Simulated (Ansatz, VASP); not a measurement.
**Two plane-wave programs on Pd**

```
Pd
1.0
     0.00000    2.86965    2.86965
     2.86965    0.00000    2.86965
     2.86965    2.86965    0.00000
Pd
2
Direct
  0.12500 0.12500 0.12500
  0.87500 0.87500 0.87500
```

Alike in both runs: functional r2SCAN; k mesh 10 × 10 × 10; occupations fermi-dirac, width 0.1 eV; no spin polarisation.

Ansatz relaxed the structure, and its values are those at the end. VASP's run is a single point on that final structure, the one shown.

```csv
,VASP,Ansatz
version,VASP 6.6.1,Ansatz 0.2.0
potentials or method,"VASP PAW PBE potentials, release 64 (Pd), cutoff 520 eV","plane waves (500 eV) with PAW, scalar-relativistic"
valence electrons in the cell,20,36
```

```tsv
	VASP	Ansatz	Ansatz less VASP
pressure (GPa)	0.0	0.0	+0.03
```

VASP's potentials were made for PBE, not for r2SCAN. The functional is the same, so the differences come from potentials, cutoffs and numerics. VASP's potentials hold 20 valence electrons a cell and Ansatz's 36, so a difference there can come from the potentials and not from the codes.
